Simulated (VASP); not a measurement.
Mg, 2 atoms in the cell. It takes space group P6_3/mmc (No. 194, hexagonal). The conventional cell has a = 3.209 Å, b = 3.209 Å, c = 5.210 Å, α = 90.00°, β = 90.00°, γ = 120.00°. Within 4.2 Å of Mg (site symmetry -6m2) lie 12 Mg at 3.20 to 3.21 Å. 

| Item | Value |
| --- | --- |
| Program | VASP 6.6.1 |
| Task | relaxation of cell and atoms |
| Functional | LDA |
| Potentials or basis | VASP PAW LDA potentials, release 64 (Mg) |
| Cutoff | 600 eV |
| k mesh | 8 × 8 × 5 |
| Occupations | gaussian, width 0.02 eV |
| Spin | no spin polarisation |
| Dipole correction | no |
| Further INCAR settings | ALGO = Normal; EDIFF = 1e-06; IBRION = 2; EDIFFG = -0.03; NSW = 80; ISIF = 3 |

Potentials or basis: VASP PAW LDA potentials, release 64 (Mg).

Command:

```bash
$ cat potpaw_LDA.64/Mg/POTCAR > POTCAR
$ mpirun -np 1 vasp_std > vasp.out
```

Hardware: 1 thread of Intel(R) Xeon(R) 6975P-C (Granite Rapids), with other jobs on the host.

Q: Estimate the wall time of this run.

A: It took 6.9 s on 1 thread of Intel(R) Xeon(R) 6975P-C (Granite Rapids) (shared host), peak memory 0.16 GiB. Counts: scf iterations 18, k points 30, ion steps 3.
